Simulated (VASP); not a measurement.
Set up this calculation in VASP 6.6.1, as the native input.

- Task: single point
- Functional: PBE
- Dispersion: D3(BJ)
- Potentials or basis: VASP PAW PBE potentials, release 64 (Sn_d, O)
- Cutoff: 520 eV
- k mesh: 12 × 12 × 4
- Occupations: gaussian, width 0.05 eV
- Spin: no spin polarisation
- Dipole correction: no
- Further INCAR settings: ALGO = Normal; EDIFF = 1e-06; NBANDS = 35

The structure of SnO2 lies in POSCAR:

```
SnO2
1.0
    3.2111798104      0.0000000000      0.0000000000
   -1.6055899052      2.7809632919      0.0000000000
    0.0000000000      0.0000000000     10.3330629359
Sn O
2 4
Direct
   -0.0389919738      0.0000000000      0.5000000000
    0.0389919738      0.0000000000      0.0000000000
    0.6271796222      0.3333333333      0.4017901351
    0.7061537111      0.3333333333      0.0982098649
    0.2938462889      0.6666666667      0.5982098649
    0.3728203778      0.6666666667      0.9017901351
```

These files were run (other wordings do the same):

INCAR

```
SYSTEM = SnO2
ALGO = Normal ; EDIFF = 1E-6
ENCUT = 520 ; GGA = PE
ISIF = 2 ; ISMEAR = 0
IVDW = 12 ; LASPH = .TRUE.
LCHARG = .FALSE. ; LREAL = .FALSE.
LWAVE = .FALSE. ; NBANDS = 35
NELM = 60 ; PREC = Accurate
SIGMA = 0.05
```

KPOINTS

```
k-points
0
G
  12 12 4
  0 0 0
```

Potentials or basis: VASP PAW PBE potentials, release 64 (Sn_d, O).

Launch:

```sh
$ cat potpaw_PBE.64/Sn_d/POTCAR potpaw_PBE.64/O/POTCAR > POTCAR
$ mpirun -np 1 vasp_std > vasp.out
```

Results of the run:

```yaml
Pressure: 0.5 GPa
Largest_force: 0.057 eV/Å
Band_gap_on_the_k_mesh: 2.07 eV, indirect (least direct gap 2.43 eV)
Dispersion_energy_per_atom: -0.165 eV
```

Caveat: spin-orbit coupling is left out, which moves the levels of the heavy elements.

Wall time 5.1 min on 1 thread of Oxide Virtual Turin-like Processor, with other jobs on the host, peak memory 0.41 GiB.
